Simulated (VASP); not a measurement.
Set up this calculation in VASP 6.6.1, as the native input.

- Task: single point
- Functional: LDA
- Potentials or basis: VASP PAW LDA potentials, release 64 (In_d, Rh_pv)
- Cutoff: 520 eV
- k mesh: 2 × 2 × 2
- Occupations: fermi-dirac, width 0.15 eV
- Spin: no spin polarisation
- Dipole correction: no
- Further INCAR settings: ALGO = Normal; EDIFF = 1e-06; NBANDS = 21

The structure of InRh lies in POSCAR:

```
InRh
1.0
    3.1960000000      0.0000000000      0.0000000000
    0.0000000000      3.1960000000      0.0000000000
    0.0000000000      0.0000000000      3.1960000000
In Rh
1 1
Direct
    0.5000000000      0.5000000000      0.5000000000
    0.0000000000      0.0000000000      0.0000000000
```

One way to write it, as run:

INCAR

```
SYSTEM = InRh
ALGO = Normal ; EDIFF = 1E-6
ENCUT = 520 ; GGA = CA
ISIF = 2 ; ISMEAR = -1
LASPH = .TRUE. ; LCHARG = .TRUE.
LELF = .TRUE. ; LREAL = .FALSE.
LVHAR = .TRUE. ; LWAVE = .FALSE.
NBANDS = 21 ; NELM = 100
PREC = Accurate ; SIGMA = 0.15
```

KPOINTS

```
k-points
0
G
  2 2 2
  0 0 0
```

Potentials or basis: VASP PAW LDA potentials, release 64 (In_d, Rh_pv).

Run with:

```console
$ cat potpaw_LDA.64/In_d/POTCAR potpaw_LDA.64/Rh_pv/POTCAR > POTCAR
$ mpirun -np 1 vasp_std > vasp.out
```

It gave:

```yaml
Pressure: -2.8 GPa
Band_gap_on_the_k_mesh: zero (band 14 reaches 11.66 eV, above the bottom of band 15 at 10.30 eV)
```

Caveat: the k points lie up to 0.98 Å⁻¹ apart; spin-orbit coupling is left out, which moves the levels of the heavy elements.

Run time: 1.5 s on 1 thread of Intel(R) Xeon(R) 6975P-C (Granite Rapids), with other jobs on the host, peak memory 0.12 GiB.
